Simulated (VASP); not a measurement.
The system is MgBe2Te3.

```xyz
6
Lattice="6.8309 0.0000 0.0000 -3.4155 5.9158 0.0000 0.0000 0.0000 3.5740" Properties=species:S:1:pos:R:3 pbc="T T T"
Mg    0.0000    0.0000    0.0000
Be    0.0000    3.9438    0.0000
Be    3.4155    1.9719    0.0000
Te    3.4155    0.0000    1.7870
Te    1.7077    2.9579    1.7870
Te   -1.7077    2.9579    1.7870
```

The cell was generated, and may not be a known phase.

- Program: VASP 6.6.1
- Task: relaxation of cell and atoms
- Functional: PBE
- Potentials or basis: VASP PAW PBE potentials, release 64 (Mg, Be, Te)
- Cutoff: 600 eV
- k mesh: 6 × 6 × 10
- Occupations: gaussian, width 0.1 eV
- Spin: no spin polarisation

At the start: pressure 0.7 GPa; volume 24.07 Å³/atom.

Problem. Where does the relaxation end?

Solution. Over 20 steps the energy falls by 32.9 meV/atom and the volume is 25.31 Å³/atom (+5.1 %); space group P6/mmm (No. 191, to 0.1 Å) before and after.

Step by step:
```tsv
step	energy change (eV)	largest force (eV/Å)	pressure (GPa)	volume (Å³)
1	0.0000	0.0000	0.65	144.43
2	-0.0104	0.0000	0.09	146.48
3	-0.0136	0.0000	-0.32	148.01
4	-0.0135	0.0000	-1.14	151.09
5	-0.0181	0.0000	-1.23	151.45
6	-0.0352	0.0000	-1.50	152.52
7	-0.0814	0.0000	-1.90	154.60
8	-0.1129	0.0000	-2.26	158.56
9	-0.1489	0.0000	-1.79	157.42
10	-0.1703	0.0000	-0.01	153.78
11	-0.1847	0.0000	-1.04	155.69
12	-0.1878	0.0000	-0.53	154.69
13	-0.1893	0.0000	-0.76	155.11
14	-0.1893	0.0000	-0.72	155.04
15	-0.1931	0.0000	-0.61	154.29
16	-0.1948	0.0000	-0.45	153.42
17	-0.1949	0.0000	-0.40	153.16
18	-0.1967	0.0000	-0.19	152.51
19	-0.1973	0.0000	0.00	151.93
20	-0.1973	0.0000	0.03	151.84
```

Final structure:
```xyz
6
Lattice="7.3804 0.0000 0.0000 -3.6902 6.3916 0.0000 0.0000 0.0000 3.2189" Properties=species:S:1:pos:R:3 pbc="T T T"
Mg    0.0000    0.0000    0.0000
Be    0.0000    4.2611    0.0000
Be    3.6902    2.1305    0.0000
Te    3.6902    0.0000    1.6095
Te    1.8451    3.1958    1.6095
Te   -1.8451    3.1958    1.6095
```
